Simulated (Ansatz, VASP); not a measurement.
# BiTe: VASP beside Ansatz

```
Bi Te
1.0
     0.00000    3.23500    3.28353
     3.23500    0.00000    3.28353
     3.23500    3.23500    0.00000
Bi Te
1 1
Cartesian
  0.0000 0.0000 0.0000
  3.2350 3.2350 3.2835
```

Change from the starting cell: strain +0.000 along x and y, +0.015 along z, atoms carried along.

Alike in both runs: task single point; functional PBEsol; k mesh 14 × 14 × 14; occupations gaussian, width 0.15 eV; no spin polarisation.

```csv
,VASP,Ansatz
version,VASP 6.6.1,Ansatz 0.2.0
potentials or method,"VASP PAW PBE potentials, release 64 (Bi_d, Te), cutoff 520 eV","scalar-relativistic, plane waves, PAW"
valence electrons in the cell,21,31
```

|  | VASP | Ansatz | Ansatz less VASP |
| --- | --- | --- | --- |
| gap on the k mesh at the Fermi level (eV) | none | none | - |
| pressure (GPa) | -2.4 | -2.4 | +0.03 |
| traceless stress, the component that is largest in VASP (GPa) | -0.70 | -0.70 | 0.000 |

VASP's potentials were made for PBE, not for PBEsol. A gap of «none» marks a metal or a gap that the smearing closes. VASP's potentials hold 21 valence electrons a cell and Ansatz's 31, so a difference there can come from the potentials and not from the codes.

Neither program's run includes spin-orbit coupling.
